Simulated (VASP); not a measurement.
# GaN in VASP: a series of runs

Aim: see how the results for GaN move with the level of theory and the settings. Levels: PBE, r2SCAN. Tasks: single point.

All numbers are computed with VASP 6.6.1; they aren't measurements. Logs are shortened: lines on timing, memory, paths and dates and some standing lists are left out, and cuts for length are marked.

**1. The cell of the first run**

Symmetry: Immm, No. 71, orthorhombic system. The conventional cell has a = 2.974 Å, b = 2.989 Å, c = 4.217 Å, α = 90.00°, β = 90.00°, γ = 90.00°. Ga (site symmetry mmm) has 6 N at 2.11 Å within 2.8 Å. Within 2.8 Å of N (site symmetry mmm) lie 6 Ga at 2.11 Å.

**2. Single point, PBE (shear xy strain -0.5%)**

INCAR reads:

```
ALGO = Normal
EDIFF = 1E-6
ENCUT = 520
GGA = PE
ISIF = 2
ISMEAR = -1
LASPH = True
LCHARG = False
LREAL = False
LWAVE = False
NBANDS = 16
NELM = 80
PREC = Accurate
SIGMA = 0.02
```

KPOINTS reads:

```
k-points
0
Gamma
  10 10 10
```

POSCAR reads:

```
GaN
1.0
   -0.0052712881      2.1085152370      2.1085152370
    2.1085152370     -0.0052712881      2.1085152370
    2.1032439489      2.1032439489      0.0000000000
Ga N
1 1
Direct
    0.0000000000      0.0000000000      0.0000000000
    0.5000000000      0.5000000000      0.5000000000
```

Potentials or basis: VASP PAW PBE potentials, release 64 (Ga_d, N).

The run is started by

```console
$ cat potpaw_PBE.64/Ga_d/POTCAR potpaw_PBE.64/N/POTCAR > POTCAR
$ mpirun -np 1 vasp_std > vasp.out
```

OUTCAR:

```text
EDIFF = 1E-6
   ENCUT = 520
   GGA = PE
   ISIF = 2
   ISMEAR = -1
   LASPH = True
   LREAL = False
   NELM = 80
   PREC = Accurate

 ion  position               nearest neighbor table
   1  0.000  0.000  0.000-   2 2.11   2 2.11   2 2.11   2 2.11   2 2.11   2 2.11
   2  0.500  0.500  0.500-   1 2.11   1 2.11   1 2.11   1 2.11   1 2.11   1 2.11

  LATTYP: Found a body centered orthorhombic cell.
 ALAT       =     2.9744361175
 B/A-ratio  =     1.0050125313
 C/A-ratio  =     1.4177579573

  Lattice vectors:

 A1 = (   0.0052712881,  -2.1085152370,  -2.1085152370)
 A2 = (  -0.0052712881,   2.1085152370,  -2.1085152370)
 A3 = (   2.1085152370,  -0.0052712881,   2.1085152370)

Analysis of symmetry for initial positions (statically):
=====================================================================
 Subroutine PRICEL returns:
 Original cell was already a primitive cell.

 Routine SETGRP: Setting up the symmetry group for a
 body centered orthorhombic supercell.

 Subroutine GETGRP returns: Found  8 space group operations
 (whereof  8 operations were pure point group operations)
 out of a pool of  8 trial point group operations.

The static configuration has the point symmetry D_2h.

Analysis of symmetry for dynamics (positions and initial velocities):
=====================================================================
 Subroutine PRICEL returns:
 Original cell was already a primitive cell.

 Routine SETGRP: Setting up the symmetry group for a
 body centered orthorhombic supercell.

 Subroutine GETGRP returns: Found  8 space group operations
 (whereof  8 operations were pure point group operations)
 out of a pool of  8 trial point group operations.

The dynamic configuration has the point symmetry D_2h.

 Subroutine INISYM returns: Found  8 space group operations
 (whereof  8 operations are pure point group operations),
 and found     1 'primitive' translations

----------------------------------------------------------------------------------------

                                     Primitive cell

  volume of cell :      18.7481

  direct lattice vectors                    reciprocal lattice vectors
    -0.005271288  2.108515237  2.108515237    -0.236542335  0.236542335  0.237133691
     2.108515237 -0.005271288  2.108515237     0.236542335 -0.236542335  0.237133691
     2.103243949  2.103243949  0.000000000     0.237728011  0.237728011 -0.237133691

  length of vectors
     2.981895504  2.981895504  2.974436118     0.410045046  0.410045046  0.411414148

  position of ions in fractional coordinates (direct lattice)
     0.000000000  0.000000000  0.000000000
     0.500000000  0.500000000  0.500000000

  ion indices of the primitive-cell ions
   primitive index   ion index
                 1           1
                 2           2

----------------------------------------------------------------------------------------

 KPOINTS: k-points

Automatic generation of k-mesh.
 Grid dimensions read from file:
 generate k-points for:   10   10   10

 Generating k-lattice:

  Cartesian coordinates                     Fractional coordinates (reciprocal lattice)
    -0.023654233  0.023654233  0.023713369     0.100000000  0.000000000  0.000000000
     0.023654233 -0.023654233  0.023713369     0.000000000  0.100000000  0.000000000
     0.023772801  0.023772801 -0.023713369     0.000000000  0.000000000  0.100000000

  Length of vectors
     0.041004505  0.041004505  0.041141415

  Shift w.r.t. Gamma in fractional coordinates (k-lattice)
     0.000000000  0.000000000  0.000000000

 Subroutine IBZKPT returns following result:
 ===========================================

 Found    171 irreducible k-points:

 Following reciprocal coordinates:
            Coordinates               Weight
  0.000000  0.000000  0.000000      1.000000
  0.100000  0.000000  0.000000      4.000000
  0.200000  0.000000  0.000000      4.000000
  0.300000  0.000000  0.000000      4.000000
  0.400000  0.000000  0.000000      4.000000
  0.500000  0.000000  0.000000      2.000000
[... 16 lines left out ...]
  0.300000  0.300000  0.000000      2.000000
  0.400000  0.300000  0.000000      4.000000
 [... further k-points ...]
   k-points           NKPTS =    171   k-points in BZ     NKDIM =    171   number of bands    NBANDS=     16
   number of dos      NEDOS =    301   number of ions     NIONS =      2
   total plane-waves  NPLWV =  13824
   dimension x,y,z NGX =    24 NGY =   24 NGZ =   24
   dimension x,y,z NGXF=    48 NGYF=   48 NGZF=   48
   ions per type =               1   1
   NGX,Y,Z   is equivalent  to a cutoff of  13.38, 13.38, 13.41 a.u.
   NGXF,Y,Z  is equivalent  to a cutoff of  26.76, 26.76, 26.83 a.u.
 SYSTEM =  unknown system
   PREC   = accura    normal or accurate (medium, high low for compatibility)
   ISTART =      0    job   : 0-new  1-cont  2-samecut
   ICHARG =      2    charge: 1-file 2-atom 10-const
   ISPIN  =      1    spin polarized calculation?
   LNONCOLLINEAR =      F non collinear calculations
   LSORBIT =      F    spin-orbit coupling
   LASPH  =      T    aspherical Exc in radial PAW
   ENCUT  =  520.0 eV  38.22 Ry    6.18 a.u.   5.54  5.54  5.53*2*pi/ulx,y,z
   NELM   =     80;   NELMIN=  2; NELMDL= -5     # of ELM steps
   EDIFF  = 0.1E-05   stopping-criterion for ELM
   LREAL  =      F    real-space projection
   EDIFFG = 0.1E-04   stopping-criterion for IOM
   NSW    =      0    number of steps for IOM
   IBRION =     -1    ionic relax: 0-MD 1-quasi-New 2-CG
   NFREE  =      0    steps in history (QN), initial steepest desc. (CG)
   ISIF   =      2    stress and relaxation
   ISYM   =      2    0-nonsym 1-usesym 2-fastsym
   POTIM  = 0.5000    time-step for ionic-motion
   TEBEG  =    0.0;   TEEND  =   0.0 temperature during run
   PSTRESS=    0.0 pullay stress
   NELECT =      18.0000    total number of electrons
   NUPDOWN=      -1.0000    fix difference up-down
   EMIN   =  10.00;   EMAX   =-10.00  energy-range for DOS
   EFERMI =   0.00;   METHOD = LEGACY
   ISMEAR =    -1;   SIGMA  =   0.02  broadening in eV -4-tet -1-fermi 0-gaus
   EFERMI_NEDOS =   21; number of points for ismear=-14 and -15
   IALGO  =     38    algorithm
   IMIX   =      4    mixing-type and parameters
     AMIX     =   0.40;   BMIX     =  1.00
     AMIX_MAG =   1.60;   BMIX_MAG =  1.00
  volume/ion in A,a.u.               =       9.37        63.26
  Fermi-wavevector in a.u.,A,eV,Ry     =   1.615027  3.051959 35.488249  2.608313
  Thomas-Fermi vector in A             =   2.709841
   LORBIT       =      0    0 simple, 1 ext, 2 COOP (PROOUT), +10 PAW based schemes
   GGA     = PE    functional components
   LHFCALC =     F    Hartree Fock is set to
   AEXX    =    0.0000 exact exchange contribution
   IVDW    =     0    specifies the selected vdW correction
   LEPSILON=     F    determine dielectric tensor
   LRPA    =     F    only Hartree local field effects (RPA)
 non-spin polarized calculation
  energy-cutoff  :      520.00
  volume of cell :       18.75
 maximum number of plane-waves:       531
 NGX is ok and might be reduce to    24
   NGX = 11   NGY = 11   NGZ = 11

 number of electron      18.0000008 magnetization

 Free energy of the ion-electron system (eV)
  ---------------------------------------------------
  ext. energy  EPLUGINS =         0.00000000
  ---------------------------------------------------
  free energy    TOTEN  =       -11.18493641 eV

  energy without entropy =      -11.18493641  energy(sigma->0) =      -11.18493641

 E-fermi :   8.3103     XC(G=0): -13.1185

 val. band max:        7.9776990239   @ k =  -0.2000   0.2000   0.0000
 cond. band min:       8.6179975302   @ k =   0.5000   0.5000   0.0000
 fundamental gap:      0.6402985063
 Fermi energy:         8.3102800389

 k-point     1 :       0.0000    0.0000    0.0000
  band No.  band energies     occupation
      1      -9.3874      2.00000
      2      -6.0036      2.00000
      3      -6.0029      2.00000
      4      -6.0016      2.00000
      5      -5.9066      2.00000
      6      -5.9064      2.00000
[... 8 lines left out ...]
     15      23.8886      0.00000
     16      23.9197      0.00000

 k-point     2 :       0.1000    0.0000    0.0000
  band No.  band energies     occupation
      1      -9.1919      2.00000
      2      -6.0113      2.00000
      3      -5.9950      2.00000
      4      -5.9921      2.00000
      5      -5.9191      2.00000
      6      -5.9180      2.00000
[... 8 lines left out ...]
     15      23.9871      0.00000
     16      24.0652      0.00000

 k-point     3 :       0.2000    0.0000    0.0000
  band No.  band energies     occupation
      1      -8.6255      2.00000
      2      -6.0324      2.00000
      3      -6.0207      2.00000
      4      -6.0162      2.00000
      5      -5.9021      2.00000
      6      -5.9006      2.00000
[... 8 lines left out ...]
     15      25.0339      0.00000
     16      25.1413      0.00000

 k-point     4 :       0.3000    0.0000    0.0000
  band No.  band energies     occupation
      1      -7.7648      2.00000
      2      -6.0880      2.00000
      3      -6.0824      2.00000
      4      -6.0594      2.00000
      5      -5.8432      2.00000
      6      -5.8427      2.00000
[... 8 lines left out ...]
     15      26.8419      0.00000
     16      26.9605      0.00000

 k-point     5 :       0.4000    0.0000    0.0000
  band No.  band energies     occupation
      1      -6.8170      2.00000
      2      -6.1453      2.00000
      3      -6.1391      2.00000
      4      -6.0950      2.00000
      5      -5.7915      2.00000
      6      -5.7913      2.00000
[... 8 lines left out ...]
     15      29.1942      0.00000
     16      29.3202      0.00000

 k-point     6 :       0.5000    0.0000    0.0000
  band No.  band energies     occupation
      1      -6.2323      2.00000
      2      -6.2187      2.00000
      3      -6.1673      2.00000
      4      -6.1609      2.00000
      5      -5.7715      2.00000
      6      -5.7711      2.00000
[... 8 lines left out ...]
     15      31.1453      0.00000
     16      31.2689      0.00000

 k-point     7 :       0.1000    0.1000    0.0000
  band No.  band energies     occupation
      1      -9.1307      2.00000
      2      -6.0206      2.00000
      3      -5.9819      2.00000
      4      -5.9802      2.00000
      5      -5.9540      2.00000
      6      -5.8959      2.00000
[... 8 lines left out ...]
     15      25.9470      0.00000
     16      26.0382      0.00000

 k-point     8 :       0.2000    0.1000    0.0000
  band No.  band energies     occupation
      1      -8.7048      2.00000
      2      -6.0390      2.00000
      3      -6.0151      2.00000
      4      -5.9734      2.00000
      5      -5.9286      2.00000
      6      -5.8785      2.00000
[... 8 lines left out ...]
     15      26.1705      0.00000
     16      27.0035      0.00000

 k-point     9 :       0.3000    0.1000    0.0000
  band No.  band energies     occupation
      1      -7.9878      2.00000
      2      -6.0835      2.00000
      3      -6.0399      2.00000
      4      -6.0186      2.00000
      5      -5.8394      2.00000
      6      -5.8285      2.00000
[... 8 lines left out ...]
     15      26.4976      0.00000
     16      28.2970      0.00000
[... 172 lines left out ...]
 k-point    19 :       0.5000    0.2000    0.0000
  band No.  band energies     occupation
      1      -7.2025      2.00000
      2      -6.1137      2.00000
      3      -6.0366      2.00000
      4      -5.9300      2.00000
      5      -5.7579      2.00000
      6      -4.7560      2.00000
[... 8 lines left out ...]
     15      29.8051      0.00000
     16      31.7099      0.00000

 k-point    20 :      -0.4000    0.2000    0.0000
  band No.  band energies     occupation
      1      -7.0723      2.00000
      2      -6.1175      2.00000
      3      -6.0772      2.00000
      4      -5.9444      2.00000
      5      -5.7849      2.00000
      6      -4.6919      2.00000
[... 8 lines left out ...]
     15      28.9606      0.00000
     16      29.1546      0.00000

 k-point    21 :      -0.3000    0.2000    0.0000
  band No.  band energies     occupation
      1      -7.1840      2.00000
      2      -6.1066      2.00000
      3      -6.0880      2.00000
      4      -5.9986      2.00000
      5      -5.8388      2.00000
      6      -5.2147      2.00000
[... 8 lines left out ...]
     15      27.6894      0.00000
     16      28.8699      0.00000

 k-point    22 :      -0.2000    0.2000    0.0000
  band No.  band energies     occupation
      1      -7.6511      2.00000
      2      -6.0856      2.00000
      3      -6.0709      2.00000
      4      -6.0397      2.00000
      5      -5.8935      2.00000
      6      -5.6161      2.00000
[... 8 lines left out ...]
     15      26.9419      0.00000
     16      28.9737      0.00000

 k-point    23 :       0.3000    0.3000    0.0000
  band No.  band energies     occupation
      1      -7.8840      2.00000
      2      -6.1246      2.00000
      3      -5.8329      2.00000
      4      -5.8316      2.00000
      5      -5.8309      2.00000
      6      -5.4320      2.00000
[... 8 lines left out ...]
     15      32.0383      0.00000
     16      33.7293      0.00000

 k-point    24 :       0.4000    0.3000    0.0000
  band No.  band energies     occupation
      1      -7.7097      2.00000
      2      -6.1393      2.00000
      3      -5.8667      2.00000
      4      -5.8172      2.00000
      5      -5.7653      2.00000
      6      -4.7746      2.00000
[... 8 lines left out ...]
     15      32.8561      0.00000
     16      34.2510      0.00000

 [... further k-points ...]
[... 5 lines left out ...]
  --------------------------------------------------------------------------------------
  -------------------------------------------------------------------------------------
  Total        1.0645302      1.0645302      1.0635110      0.1261593      0.0000000      0.0000000
  in kB       90.9726931     90.9726931     90.8855917     10.7813304      0.0000000      0.0000000
  external PRESSURE =      90.9436593 kB  Pullay stress =       0.0000000 kB

 VOLUME and BASIS-vectors are now :
 -----------------------------------------------------------------------------
  energy-cutoff  :      520.00
  volume of cell :       18.75
      direct lattice vectors                 reciprocal lattice vectors
    -0.005271288  2.108515237  2.108515237    -0.236542335  0.236542335  0.237133691
     2.108515237 -0.005271288  2.108515237     0.236542335 -0.236542335  0.237133691
     2.103243949  2.103243949  0.000000000     0.237728011  0.237728011 -0.237133691

 POSITION                                       TOTAL-FORCE (eV/Angst)
 -----------------------------------------------------------------------------------
      0.00000      0.00000      0.00000         0.000000      0.000000      0.000000
      2.10324      2.10324      2.10852        -0.000000      0.000000      0.000000
 -----------------------------------------------------------------------------------
    total drift:                                0.000000     -0.000000     -0.000000

  FREE ENERGIE OF THE ION-ELECTRON SYSTEM (eV)
  ---------------------------------------------------
  free  energy   TOTEN  =       -11.1849364095 eV

  energy  without entropy=      -11.1849364086  energy(sigma->0) =      -11.18493641
```

It took 32 s on 1 thread of AMD EPYC 9R14 (Zen 4), shared host; peak memory 0.14 GiB.

Results:

```yaml
Free_energy: -11.1849 eV
Pressure: 9.1 GPa
Band_gap_on_the_k_mesh: 0.64 eV, indirect (least direct gap 2.80 eV)
```

Stress tensor (GPa, compression positive):
```
9.10 1.08 0.00
1.08 9.10 0.00
0.00 0.00 9.09
```

Caveat: the cell differs from its parent crystal (shear xy strain -0.5%).

**3. Single point, r2SCAN (epitaxial 111 strain +5.0%)**

POSCAR reads:

```
GaN
1.0
   -0.0906511258      2.1232898730      2.1232898730
    2.1232898730     -0.0906511258      2.1232898730
    2.1232898730      2.1232898730     -0.0906511258
Ga N
1 1
Direct
    0.0000000000      0.0000000000      0.0000000000
    0.5000000000      0.5000000000      0.5000000000
```

INCAR.step1 reads:

```
SYSTEM = GaN
PREC = Accurate ; ENCUT = 520
ISMEAR = -1 ; SIGMA = 0.02
LREAL = .FALSE. ; LASPH = .TRUE.
NELM = 80 ; NBANDS = 16
GGA = PE ; ALGO = Normal
EDIFF = 1E-4 ; LWAVE = .TRUE.
LCHARG = .FALSE.
```

INCAR.step2 reads:

```
SYSTEM = GaN
PREC = Accurate ; ENCUT = 520
EDIFF = 1E-7 ; ISMEAR = -1
SIGMA = 0.02 ; LREAL = .FALSE.
LASPH = .TRUE. ; NELM = 80
ALGO = Normal ; ISIF = 2
LWAVE = .FALSE. ; LCHARG = .FALSE.
METAGGA = R2SCAN ; LMIXTAU = .TRUE.
NBANDS = 16 ; ISTART = 1
```

KPOINTS reads:

```
regular mesh
0
G
  10 10 10
  0 0 0
```

Potentials or basis: VASP PAW PBE potentials, release 64 (Ga_d, N).

The run is started by

```console
$ cat potpaw_PBE.64/Ga_d/POTCAR potpaw_PBE.64/N/POTCAR > POTCAR
$ cp INCAR.step1 INCAR
$ mpirun -np 1 vasp_std > vasp.out
$ cp INCAR.step2 INCAR
$ mpirun -np 1 vasp_std > vasp.out
```

Run time: 1.7 min. Hardware: 1 thread of AMD EPYC 9R14 (Zen 4), shared host; peak memory 0.14 GiB.

It converged, with:

* Free energy: -20.8264 eV
* Pressure: -15.8 GPa
* Band gap on the k mesh: 0.39 eV, indirect (least direct gap 1.77 eV)

Stress tensor (GPa, compression positive):
```
-15.83   8.21   8.21
  8.21 -15.83   8.21
  8.21   8.21 -15.83
```

Levels at points of the mesh, in eV from the valence-band top:
| k point | band 5 | band 6 | band 7 | band 8 | band 9 | band 10 | band 11 | band 12 | band 13 | band 14 |
| --- | --- | --- | --- | --- | --- | --- | --- | --- | --- | --- |
| (0.00, 0.00, 0.00) | -14.56 | -14.56 | -0.84 | -0.84 | -0.12 | 1.65 | 14.24 | 14.24 | 15.35 | 15.55 |
| (0.50, 0.00, 0.00) | -14.46 | -14.46 | -8.27 | -0.38 | -0.08 | 4.99 | 9.04 | 9.21 | 9.91 | 16.77 |
| (0.50, 0.50, 0.00) | -14.40 | -11.92 | -6.80 | -3.37 | -2.59 | 0.39 | 8.33 | 11.86 | 14.26 | 14.81 |
| (0.50, 0.50, 0.50) | -14.44 | -14.44 | -7.58 | -0.61 | -0.61 | 4.13 | 8.33 | 8.33 | 9.05 | 16.20 |

Caveat: the cell differs from its parent crystal (epitaxial 111 strain +5.0%); the PAW data sets were made with another functional, which shifts forces and pressure a little.

[end of part 1 of 3]
